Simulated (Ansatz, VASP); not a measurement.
Two plane-wave programs on AlFe3

```
CELL_PARAMETERS angstrom
0.00000 2.83463 2.83463
2.83463 0.00000 2.83463
2.83463 2.83463 0.00000
ATOMIC_POSITIONS crystal
Al 0.00000 0.00000 0.00000
Fe 0.50000 0.50000 0.50000
Fe 0.25000 0.25000 0.25000
Fe 0.75000 0.75000 0.75000
```

Alike in both runs: functional PBEsol; k mesh 6 × 6 × 6; occupations gaussian, width 0.1 eV; collinear spin.

Ansatz relaxed the structure, and its values are those at the end. VASP's run is a single point on that final structure, the one shown.

|  | VASP | Ansatz |
| --- | --- | --- |
| version | VASP 6.6.1 | Ansatz 0.2.0 |
| potentials or method | VASP PAW PBE potentials, release 64 (Al, Fe), cutoff 520 eV | scalar-relativistic, plane waves, PAW |
| valence electrons in the cell | 27 | 51 |

VASP gave:

| Item | Value |
| --- | --- |
| gap on the k mesh at the Fermi level (eV) | none |
| pressure (GPa) | 0.0 |
| net moment per atom (μB) | 1.49 |
| size of the moment on the site where the two differ most (μB) | 2.36 |

Task: Which values does Ansatz return?

Result: gap on the k mesh at the Fermi level (eV): none; pressure (GPa): 0.0; net moment per atom (μB): 1.49; size of the moment on the site where the two differ most (μB): 2.39.

VASP's potentials were made for PBE, not for PBEsol. Site moments also hang on the region over which each program counts them. A gap of «none» marks a metal or a gap that the smearing closes. VASP's potentials hold 27 valence electrons a cell and Ansatz's 51, so a difference there can come from the potentials and not from the codes.
